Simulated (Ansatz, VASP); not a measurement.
## One calculation of InSe2, two programs

File INCAR:

```
PREC = Accurate
ENCUT = 520
EDIFF = 1E-6
ISMEAR = 0
SIGMA = 0.1
LREAL = F
LASPH = T
NELM = 100
ALGO = Normal
ISIF = 2
LWAVE = F
LCHARG = F
GGA = PS
NBANDS = 34
```

Contents of KPOINTS:

```
Automatic mesh
0
Gamma
  10 10 4
```

POSCAR

```
InSe2
1.0
    3.8948930000      0.0000000000      0.0000000000
    0.0000000000      3.8948930000      0.0000000000
    0.0000000000      0.0000000000      9.6262310000
In Se
2 4
Direct
    0.0000000000      0.5000000000      0.7064680000
    0.5000000000      0.0000000000      0.2935320000
    0.0000000000      0.5000000000      0.3662120000
    0.5000000000      0.0000000000      0.6337880000
    0.0000000000      0.0000000000      0.0000000000
    0.5000000000      0.5000000000      0.0000000000
```

Input for Ansatz:

```yaml
crystal:
  lattice:
    - [3.894893, 0.0, 0.0]
    - [0.0, 3.894893, 0.0]
    - [0.0, 0.0, 9.626231]
  atoms:
    - { symbol: In, position: [0.0, 0.5, 0.706468] }
    - { symbol: In, position: [0.5, 0.0, 0.293532] }
    - { symbol: Se, position: [0.0, 0.5, 0.366212] }
    - { symbol: Se, position: [0.5, 0.0, 0.633788] }
    - { symbol: Se, position: [0.0, 0.0, 0.0] }
    - { symbol: Se, position: [0.5, 0.5, 0.0] }
basis:
  ecutwfc: 420
kpoints:
  mp_grid: { grid: [10, 10, 4] }
hamiltonian:
  xc: pbesol
scf:
  occupations: { method: gaussian, width: 0.1 }
output:
  forces: true
  stress: true
  eigenvalues: true
  populations: true
  write_density: true
  write_potential: true
  elf: true
  volumetric_format: npy
```

Alike in both runs: task single point; functional PBEsol; k mesh 10 × 10 × 4; occupations gaussian, width 0.1 eV; no spin polarisation.

```csv
,VASP,Ansatz
version,VASP 6.6.1,Ansatz 0.2.0
potentials or method,"VASP PAW PBE potentials, release 64 (In_d, Se), cutoff 520 eV","scalar-relativistic, plane waves, PAW"
valence electrons in the cell,50,90
```

|  | VASP | Ansatz | Ansatz less VASP |
| --- | --- | --- | --- |
| gap on the k mesh at the Fermi level (eV) | none | none | - |
| pressure (GPa) | -3.3 | -3.3 | -0.06 |
| traceless stress, the component that is largest in VASP (GPa) | 1.13 | 1.17 | +0.036 |
| rms of the force components (eV/Å) | 0.038 | 0.038 | +0.0006 |

VASP's potentials were made for PBE, not for PBEsol. Atom by atom the forces differ by 0.001 eV/Å (rms over components). A gap of «none» marks a metal or a gap that the smearing closes. With one functional, cell and mesh, what is left measures potentials, basis and numerics. VASP's potentials hold 50 valence electrons a cell and Ansatz's 90, so a difference there can come from the potentials and not from the codes.
